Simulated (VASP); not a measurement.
Runs of VASP 6.6.1 on Nb. The structure is that of space group Im-3m (No. 229), or close to it. The cells are those of the table. 

```csv
level,potentials or basis,U,cell,k mesh,cutoff (eV),smearing,gap on the mesh (eV),pressure (GPa)
LDA,"VASP PAW LDA potentials, release 64 (Nb_sv)",-,"a = 2.843 Å, angles 109.5°, 1 atom",11 × 11 × 11,500,fermi-dirac 0.05 eV,none,(b)
PBE,"VASP PAW PBE potentials, release 64 (Nb_sv)",-,"a = 2.882 Å, angles 109.5°, 1 atom",8 × 8 × 8,500,fermi-dirac 0.03 eV,none,-2.7
PBE,"VASP PAW PBE potentials, release 64 (Nb_sv)",-,"a = 2.882 Å, angles 109.5°, 1 atom",11 × 11 × 11,500,gaussian 0.011 eV,none,(a)
LDA+U,"VASP PAW LDA potentials, release 64 (Nb_sv)",Nb d U = 4.0 eV,"a = 2.863 Å, angles 109.5°, 1 atom",11 × 11 × 11,500,methfessel-paxton 0.01 eV,none,2.1
LDA,"VASP PAW LDA potentials, release 64 (Nb_sv)",-,"a = 2.823 Å, angles 109.5°, 1 atom",11 × 11 × 11,500,fermi-dirac 0.05 eV,none,-1.6
PBE,"VASP PAW PBE potentials, release 64 (Nb_sv)",-,"a = 2.939 Å, angles 109.5°, 1 atom",11 × 11 × 11,520,fermi-dirac 0.05 eV,none,-10.9
RPBE,"VASP PAW PBE potentials, release 64 (Nb_sv)",-,"a = 2.887 Å, angles 109.5°, 1 atom",11 × 11 × 11,500,fermi-dirac 0.05 eV,none,-0.4
r2SCAN,"VASP PAW PBE potentials, release 64 (Nb_sv)",-,"a = 2.823 Å, angles 109.5°, 1 atom",11 × 11 × 11,550,fermi-dirac 0.05 eV,none,8.2
```

Alike in all rows: task single point; no spin polarisation.

**Question.** Estimate the missing entries.

**Answer.** (a) -2.1; (b) -5.3.

Caveats: the PAW data sets were made with another functional, which shifts forces and pressure a little (some runs); U without spin polarisation on a metal has little footing (some runs); the U is typed as a test and isn't derived for this compound (some runs).

A k mesh can miss the band edges, and the runs leave out spin-orbit coupling on Nb.

A gap of «none» marks levels without a gap at the run's occupations.
